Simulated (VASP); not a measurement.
# Si (C2/c) in VASP: notebook

The runs below take Si through single point, with PBEsol.

Program: VASP 6.6.1. These are calculated values, not measurements. Logs are shortened: lines on timing, memory, paths and dates and some standing lists are left out, and cuts for length are marked.

## (1) The cell of the first run

The structure is monoclinic, space group C2/c (No. 15). The conventional cell has a = 23.229 Å, b = 5.433 Å, c = 3.842 Å, α = 90.00°, β = 97.13°, γ = 90.00°. Within 3.1 Å of Si (site symmetry 1) lie 4 Si at 2.35 Å. Si (site symmetry 1) has 4 Si at 2.35 Å within 3.1 Å. Within 2.6 Å of Si (site symmetry 1) lie 4 Si at 1.98 to 2.35 Å.

## (2) Single point, PBEsol (the part above a cut slid along it)

Contents of INCAR:

```
SYSTEM = Si
PREC = Accurate
ENCUT = 520
EDIFF = 1E-7
ISMEAR = 0
SIGMA = 0.05
LREAL = .False.
LASPH = .True.
NELM = 60
ALGO = Normal
ISIF = 2
LWAVE = .False.
LCHARG = .False.
GGA = PS
ISYM = 0
NBANDS = 36
```

Contents of KPOINTS:

```
regular mesh
0
Gamma
  6 9 3
  0 0 0
```

Contents of POSCAR:

```
Si
1.0
    5.4328540087      0.0000000000      0.0000000000
    0.0000000000      2.7164270044     -2.7164270044
    2.7164270044      9.1679411397      7.1306208864
Si
12
Direct
    0.3750083333     -0.0937437500      0.2499833333
   -0.2083250000      0.3437562500      0.4166500000
    0.2083416667     -0.2187437500      0.5833166667
   -0.3749916667      0.2187562500      0.7499833333
    0.0416750000     -0.3437437500      0.9166500000
   -0.0416583333      0.4687562500      0.0833166667
    0.5416750000     -0.1562437500      0.4166500000
   -0.0416583333      0.2812562500      0.5833166667
    0.3750083333     -0.2812437500      0.7499833333
   -0.2083250000      0.1562562500      0.9166500000
    0.7083416667     -0.0312437500      0.0833166667
    0.1250083333      0.4062562500      0.2499833333
```

Potentials or basis: VASP PAW PBE potentials, release 64 (Si).

On the command line:

```
$ cat potpaw_PBE.64/Si/POTCAR > POTCAR
$ mpirun -np 1 vasp_std > vasp.out
```

OUTCAR:

```text
SYSTEM = Si
   PREC = Accurate
   ENCUT = 520
   EDIFF = 1E-7
   ISMEAR = 0
   LREAL = .False.
   LASPH = .True.
   NELM = 60
   ISIF = 2
   GGA = PS
   ISYM = 0

 ion  position               nearest neighbor table
   1  0.375  0.906  0.250-  11 2.35  12 2.35  12 2.35   7 2.35
   2  0.792  0.344  0.417-   7 2.35   7 2.35  12 2.35   8 2.35
   3  0.208  0.781  0.583-   9 2.35   8 2.35   8 2.35   7 2.35
   4  0.625  0.219  0.750-   8 2.35   9 2.35   9 2.35  10 2.35
   5  0.042  0.656  0.917-   6 1.98  10 2.35  10 2.35   9 2.35  11 2.76
   6  0.958  0.469  0.083-   5 1.98  12 2.35  11 2.35  11 2.35  10 2.76
   7  0.542  0.844  0.417-   2 2.35   2 2.35   3 2.35   1 2.35
   8  0.958  0.281  0.583-   4 2.35   3 2.35   3 2.35   2 2.35
   9  0.375  0.719  0.750-   3 2.35   4 2.35   4 2.35   5 2.35
  10  0.792  0.156  0.917-  11 1.98   5 2.35   5 2.35   4 2.35   6 2.76
  11  0.708  0.969  0.083-  10 1.98   1 2.35   6 2.35   6 2.35   5 2.76
  12  0.125  0.406  0.250-   6 2.35   1 2.35   1 2.35   2 2.35

IMPORTANT INFORMATION: All symmetrisations will be switched off!
NOSYMM: (Re-)initialisation of all symmetry stuff for point group C_1.

----------------------------------------------------------------------------------------

                                     Primitive cell

  volume of cell :     240.5334

  direct lattice vectors                    reciprocal lattice vectors
     5.432854009  0.000000000  0.000000000     0.184065318 -0.030677553 -0.030677553
     0.000000000  2.716427004 -2.716427004     0.000000000  0.161057153 -0.207073483
     2.716427004  9.167941140  7.130620886     0.000000000  0.061355106  0.061355106

  length of vectors
     5.432854009  3.841607911 11.927945114     0.189109137  0.262333440  0.086769223

  position of ions in fractional coordinates (direct lattice)
     0.375008333  0.906256250  0.249983333
     0.791675000  0.343756250  0.416650000
     0.208341667  0.781256250  0.583316667
     0.625008333  0.218756250  0.749983333
     0.041675000  0.656256250  0.916650000
     0.958341667  0.468756250  0.083316667
     0.541675000  0.843756250  0.416650000
     0.958341667  0.281256250  0.583316667
     0.375008333  0.718756250  0.749983333
     0.791675000  0.156256250  0.916650000
     0.708341667  0.968756250  0.083316667
     0.125008333  0.406256250  0.249983333

  ion indices of the primitive-cell ions
   primitive index   ion index
                 1           1
                 2           2
                 3           3
                 4           4
                 5           5
                 6           6
                 7           7
                 8           8
                 9           9
                10          10
                11          11
                12          12

----------------------------------------------------------------------------------------

 KPOINTS: regular mesh

Automatic generation of k-mesh.
 Grid dimensions read from file:
 generate k-points for:    6    9    3

 Generating k-lattice:

  Cartesian coordinates                     Fractional coordinates (reciprocal lattice)
     0.030677553 -0.005112925 -0.005112925     0.166666667  0.000000000 -0.000000000
     0.000000000  0.017895239 -0.023008165     0.000000000  0.111111111  0.000000000
     0.000000000  0.020451702  0.020451702     0.000000000  0.000000000  0.333333333

  Length of vectors
     0.031518190  0.029148160  0.028923074

  Shift w.r.t. Gamma in fractional coordinates (k-lattice)
     0.000000000  0.000000000  0.000000000

 -----------------------------------------------------------------------------
|                                                                             |
|           W    W    AA    RRRRR   N    N  II  N    N   GGGG   !!!           |
|           W    W   A  A   R    R  NN   N  II  NN   N  G    G  !!!           |
|           W    W  A    A  R    R  N N  N  II  N N  N  G       !!!           |
|           W WW W  AAAAAA  RRRRR   N  N N  II  N  N N  G  GGG   !            |
|           WW  WW  A    A  R   R   N   NN  II  N   NN  G    G                |
|           W    W  A    A  R    R  N    N  II  N    N   GGGG   !!!           |
|                                                                             |
|     Your reciprocal lattice and k-lattice belong to different lattice       |
|     classes:                                                                |
|                                                                             |
|        The reciprocal lattice is base-centered monoclinic,                  |
|        whereas your k-lattice is triclinic.                                 |
|                                                                             |
|     Results are often still useful ...                                      |
|                                                                             |
 -----------------------------------------------------------------------------

 WARNING: IBZKPT: internal override: KBLOWUP is changed to .FALSE.
      ... skipping the blow-up phase ...

 Subroutine IBZKPT returns following result:
 ===========================================

 Found     82 irreducible k-points:

 Following reciprocal coordinates:
            Coordinates               Weight
  0.000000  0.000000  0.000000      1.000000
  0.166667  0.000000  0.000000      2.000000
  0.333333  0.000000  0.000000      2.000000
  0.500000  0.000000 -0.000000      1.000000
  0.000000  0.111111  0.000000      2.000000
  0.166667  0.111111  0.000000      2.000000
[... 16 lines left out ...]
  0.000000  0.444444  0.000000      2.000000
  0.166667  0.444444  0.000000      2.000000
 [... further k-points ...]
   k-points           NKPTS =     82   k-points in BZ     NKDIM =     82   number of bands    NBANDS=     36
   number of dos      NEDOS =    301   number of ions     NIONS =     12
   total plane-waves  NPLWV = 108000
   dimension x,y,z NGX =    40 NGY =   30 NGZ =   90
   dimension x,y,z NGXF=    80 NGYF=   60 NGZF=  180
   ions per type =              12
   NGX,Y,Z   is equivalent  to a cutoff of  12.24, 12.98, 12.54 a.u.
   NGXF,Y,Z  is equivalent  to a cutoff of  24.48, 25.97, 25.09 a.u.
 SYSTEM =  Si
   PREC   = accura    normal or accurate (medium, high low for compatibility)
   ISTART =      0    job   : 0-new  1-cont  2-samecut
   ICHARG =      2    charge: 1-file 2-atom 10-const
   ISPIN  =      1    spin polarized calculation?
   LNONCOLLINEAR =      F non collinear calculations
   LSORBIT =      F    spin-orbit coupling
   LASPH  =      T    aspherical Exc in radial PAW
   ENCUT  =  520.0 eV  38.22 Ry    6.18 a.u.  10.10  7.14 22.18*2*pi/ulx,y,z
   NELM   =     60;   NELMIN=  2; NELMDL= -5     # of ELM steps
   EDIFF  = 0.1E-06   stopping-criterion for ELM
   LREAL  =      F    real-space projection
   EDIFFG = 0.1E-05   stopping-criterion for IOM
   NSW    =      0    number of steps for IOM
   IBRION =     -1    ionic relax: 0-MD 1-quasi-New 2-CG
   NFREE  =      0    steps in history (QN), initial steepest desc. (CG)
   ISIF   =      2    stress and relaxation
   ISYM   =      0    0-nonsym 1-usesym 2-fastsym
   POTIM  = 0.5000    time-step for ionic-motion
   TEBEG  =    0.0;   TEEND  =   0.0 temperature during run
   PSTRESS=    0.0 pullay stress
   NELECT =      48.0000    total number of electrons
   NUPDOWN=      -1.0000    fix difference up-down
   EMIN   =  10.00;   EMAX   =-10.00  energy-range for DOS
   EFERMI =   0.00;   METHOD = LEGACY
   ISMEAR =     0;   SIGMA  =   0.05  broadening in eV -4-tet -1-fermi 0-gaus
   EFERMI_NEDOS =   21; number of points for ismear=-14 and -15
   IALGO  =     38    algorithm
   IMIX   =      4    mixing-type and parameters
     AMIX     =   0.40;   BMIX     =  1.00
     AMIX_MAG =   1.60;   BMIX_MAG =  1.00
  volume/ion in A,a.u.               =      20.04       135.27
  Fermi-wavevector in a.u.,A,eV,Ry     =   0.956673  1.807850 12.452364  0.915223
  Thomas-Fermi vector in A             =   2.085622
   LORBIT       =      0    0 simple, 1 ext, 2 COOP (PROOUT), +10 PAW based schemes
   GGA     = PS    functional components
   LHFCALC =     F    Hartree Fock is set to
   AEXX    =    0.0000 exact exchange contribution
   IVDW    =     0    specifies the selected vdW correction
   LEPSILON=     F    determine dielectric tensor
   LRPA    =     F    only Hartree local field effects (RPA)
 non-spin polarized calculation
 Gauss-broadening in eV      SIGMA  =   0.05
  energy-cutoff  :      520.00
  volume of cell :      240.53
 maximum number of plane-waves:      6510
   NGX = 21   NGY = 15   NGZ = 45

 number of electron      47.9999999 magnetization

 Free energy of the ion-electron system (eV)
  ---------------------------------------------------
  ext. energy  EPLUGINS =         0.00000000
  ---------------------------------------------------
  free energy    TOTEN  =       -65.58868140 eV

  energy without entropy =      -65.58868140  energy(sigma->0) =      -65.58868140

 E-fermi :   5.9877     XC(G=0):  -9.4683

 val. band max:        5.7981163300   @ k =   0.1667  -0.1111   0.3333
 cond. band min:       6.1775111676   @ k =   0.0000   0.3333   0.3333
 fundamental gap:      0.3793948376
 Fermi energy:         5.9876647932

 k-point     1 :       0.0000    0.0000    0.0000
  band No.  band energies     occupation
      1      -7.1956      2.00000
      2      -5.7891      2.00000
      3      -5.2412      2.00000
      4      -3.4462      2.00000
      5      -2.7577      2.00000
      6      -2.0623      2.00000
[... 28 lines left out ...]
     35       9.2307      0.00000
     36       9.3317      0.00000

 k-point     2 :       0.1667    0.0000    0.0000
  band No.  band energies     occupation
      1      -7.1536      2.00000
      2      -5.7069      2.00000
      3      -5.1039      2.00000
      4      -3.6837      2.00000
      5      -3.2192      2.00000
      6      -2.3437      2.00000
[... 28 lines left out ...]
     35       9.1781      0.00000
     36       9.3705      0.00000

 k-point     3 :       0.3333    0.0000    0.0000
  band No.  band energies     occupation
      1      -7.0644      2.00000
      2      -5.4292      2.00000
      3      -4.7670      2.00000
      4      -4.1428      2.00000
      5      -4.0231      2.00000
      6      -2.6914      2.00000
[... 28 lines left out ...]
     35       9.2488      0.00000
     36       9.5080      0.00000

 k-point     4 :       0.5000    0.0000   -0.0000
  band No.  band energies     occupation
      1      -7.0167      2.00000
      2      -4.9590      2.00000
      3      -4.8815      2.00000
      4      -4.4288      2.00000
      5      -4.2607      2.00000
      6      -2.9441      2.00000
[... 28 lines left out ...]
     35       9.1295      0.00000
     36       9.2327      0.00000

 k-point     5 :       0.0000    0.1111    0.0000
  band No.  band energies     occupation
      1      -7.0844      2.00000
      2      -5.6856      2.00000
      3      -5.1245      2.00000
      4      -3.3492      2.00000
      5      -2.6351      2.00000
      6      -2.1902      2.00000
[... 655 lines left out ...]
 k-point    22 :      -0.1667    0.3333   -0.0000
  band No.  band energies     occupation
      1      -6.1715      2.00000
      2      -4.7539      2.00000
      3      -4.1822      2.00000
      4      -3.6031      2.00000
      5      -2.9195      2.00000
      6      -2.4889      2.00000
[... 28 lines left out ...]
     35       9.7400      0.00000
     36      10.1389      0.00000

 k-point    23 :       0.0000    0.4444    0.0000
  band No.  band energies     occupation
      1      -5.4651      2.00000
      2      -4.5572      2.00000
      3      -4.1964      2.00000
      4      -3.4594      2.00000
      5      -3.4009      2.00000
      6      -2.5632      2.00000
[... 28 lines left out ...]
     35       9.1981      0.00000
     36       9.9498      0.00000

 k-point    24 :       0.1667    0.4444    0.0000
  band No.  band energies     occupation
      1      -5.4288      2.00000
      2      -4.5491      2.00000
      3      -4.1663      2.00000
      4      -3.3451      2.00000
      5      -3.2617      2.00000
      6      -2.6748      2.00000
[... 28 lines left out ...]
     35       9.2592      0.00000
     36      10.0649      0.00000

 [... further k-points ...]
[... 5 lines left out ...]
  --------------------------------------------------------------------------------------
  -------------------------------------------------------------------------------------
  Total        3.1889931      8.1462764     18.0103853      0.0003596     11.5316523     -0.0021966
  in kB       21.2416767     54.2618203    119.9660121      0.0023951     76.8115903     -0.0146311
  external PRESSURE =      65.1565030 kB  Pullay stress =       0.0000000 kB

 VOLUME and BASIS-vectors are now :
 -----------------------------------------------------------------------------
  energy-cutoff  :      520.00
  volume of cell :      240.53
      direct lattice vectors                 reciprocal lattice vectors
     5.432854009  0.000000000  0.000000000     0.184065318 -0.030677553 -0.030677553
     0.000000000  2.716427004 -2.716427004     0.000000000  0.161057153 -0.207073483
     2.716427004  9.167941140  7.130620886     0.000000000  0.061355106  0.061355106

 POSITION                                       TOTAL-FORCE (eV/Angst)
 -----------------------------------------------------------------------------------
      2.71643      4.75361     -0.67924        -0.166821      0.086309     -0.106129
      5.43285      4.75361      2.03718        -0.070976     -0.020595     -0.026070
      2.71643      7.47004      2.03718        -0.070746      0.020921      0.026821
      5.43285      7.47004      4.75361        -0.166756     -0.085764      0.107237
      2.71643     10.18647      4.75361         0.432443     -3.567926     -6.025883
      5.43285      2.03718     -0.67924         0.433105      3.568258      6.026432
      4.07464      6.11182      0.67897         0.070740     -0.020899     -0.026828
      6.79107      6.11182      3.39540         0.070971      0.020617      0.026062
      4.07464      8.82825      3.39540         0.166816     -0.086318      0.106143
      6.79107      8.82825      6.11182        -0.433095     -3.568271     -6.026437
      4.07464      3.39540     -2.03746        -0.432432      3.567912      6.025878
      1.35821      3.39540      0.67897         0.166751      0.085755     -0.107224
 -----------------------------------------------------------------------------------
    total drift:                               -0.000059      0.000013     -0.000060

  FREE ENERGIE OF THE ION-ELECTRON SYSTEM (eV)
  ---------------------------------------------------
  free  energy   TOTEN  =       -65.5886813975 eV

  energy  without entropy=      -65.5886813971  energy(sigma->0) =      -65.58868140
```

It took 20 min on 1 thread of Intel Xeon 8259CL, shared host; peak memory 0.61 GiB.

Results:

```
Free energy            : -65.5887 eV
Pressure               : 6.5 GPa
Largest force          : 7.017 eV/Å
Band gap on the k mesh : 0.38 eV (least direct gap 0.88 eV)
```

Forces on the atoms (eV/Å):
```
Si  -0.167  0.086 -0.106
Si  -0.071 -0.021 -0.026
Si  -0.071  0.021  0.027
Si  -0.167 -0.086  0.107
Si   0.432 -3.568 -6.026
Si   0.433  3.568  6.026
Si   0.071 -0.021 -0.027
Si   0.071  0.021  0.026
Si   0.167 -0.086  0.106
Si  -0.433 -3.568 -6.026
Si  -0.432  3.568  6.026
Si   0.167  0.086 -0.107
```

Levels at points of the mesh, in eV from the valence-band top:
| k point | band 22 | band 23 | band 24 | band 25 | band 26 | band 27 |
| --- | --- | --- | --- | --- | --- | --- |
| (0.00, 0.00, 0.00) | -0.73 | -0.71 | -0.24 | 0.79 | 0.85 | 1.11 |
| (0.50, 0.00, 0.00) | -1.37 | -1.23 | -0.74 | 0.80 | 1.36 | 1.42 |

Caveat: the cell differs from its parent crystal (the part above a cut slid along it); the stress differs along the axes, from 2 to 12 GPa; the PAW data sets were made with another functional, which shifts forces and pressure a little.

## (3) Single point, PBEsol (the part above a cut slid along it)

Contents of INCAR:

```
SYSTEM = Si
PREC     = Accurate       ! precision mode
ENCUT    = 520            ! plane-wave cutoff, eV
EDIFF    = 1E-6           ! SCF threshold, eV
ISMEAR   = 0              ! smearing method
SIGMA    = 0.05           ! smearing width, eV
LREAL    = .FALSE.        ! projectors in reciprocal space
LASPH    = .TRUE.         ! aspherical terms in the spheres
NELM     = 60             ! most SCF steps
ALGO     = Normal         ! electronic algorithm
ISIF     = 2              ! what is computed and relaxed
LWAVE    = .FALSE.        ! write WAVECAR
LCHARG   = .FALSE.        ! write CHGCAR
GGA      = PS             ! functional
NBANDS   = 36             ! bands
ISYM     = 0
```

Contents of KPOINTS:

```
Automatic mesh
0
G
  6 9 3
  0 0 0
```

Contents of POSCAR:

```
Si
1.0
    5.4328540087      0.0000000000      0.0000000000
    0.0000000000      2.7164270044     -2.7164270044
    2.7164270044      8.8283877642      7.4701742620
Si
12
Direct
    0.3750083333     -0.0624958333      0.2499833333
   -0.2083250000      0.3958375000      0.4166500000
    0.2083416667     -0.1458291667      0.5833166667
   -0.3749916667      0.3125041667      0.7499833333
    0.0416750000     -0.2291625000      0.9166500000
   -0.0416583333      0.4791708333      0.0833166667
    0.5416750000     -0.1041625000      0.4166500000
   -0.0416583333      0.3541708333      0.5833166667
    0.3750083333     -0.1874958333      0.7499833333
   -0.2083250000      0.2708375000      0.9166500000
    0.7083416667     -0.0208291667      0.0833166667
    0.1250083333      0.4375041667      0.2499833333
```

Potentials or basis: VASP PAW PBE potentials, release 64 (Si).

On the command line:

```
$ cat potpaw_PBE.64/Si/POTCAR > POTCAR
$ mpirun -np 1 vasp_std > vasp.out
```

It took 6.5 min on 1 thread of Intel Xeon Platinum 8488C (Sapphire Rapids), shared host; peak memory 0.61 GiB.

Results (log left out):

| Quantity | Value |
| --- | --- |
| Free energy | -66.6508 eV |
| Pressure | 3.4 GPa |
| Largest force | 2.924 eV/Å |
| Band gap on the k mesh | 0.31 eV (least direct gap 0.88 eV) |

Forces in eV/Å, atoms in the order of the input:
```
Si  -0.193  0.145 -0.139
Si  -0.064 -0.013 -0.024
Si  -0.063  0.013  0.024
Si  -0.193 -0.144  0.141
Si   0.698 -1.606 -2.340
Si   0.699  1.607  2.341
Si   0.063 -0.013 -0.024
Si   0.064  0.013  0.024
Si   0.193 -0.145  0.139
Si  -0.699 -1.607 -2.341
Si  -0.698  1.606  2.340
Si   0.193  0.144 -0.141
```

Stress tensor (GPa, compression positive):
```
2.49 0.00 0.00
0.00 4.41 2.67
0.00 2.67 3.40
```

Levels at points of the mesh, in eV from the valence-band top:
```csv
k point,band 21,band 22,band 23,band 24,band 25,band 26,band 27,band 28
"(0.00, 0.00, 0.00)",-0.96,-0.76,-0.51,-0.15,0.88,0.89,1.52,2.25
"(0.50, 0.00, 0.00)",-1.36,-1.31,-1.01,-0.71,1.39,1.46,1.92,1.93
```

Caveat: the cell differs from its parent crystal (the part above a cut slid along it); the cell stands under pressure; the PAW data sets were made with another functional, which shifts forces and pressure a little.
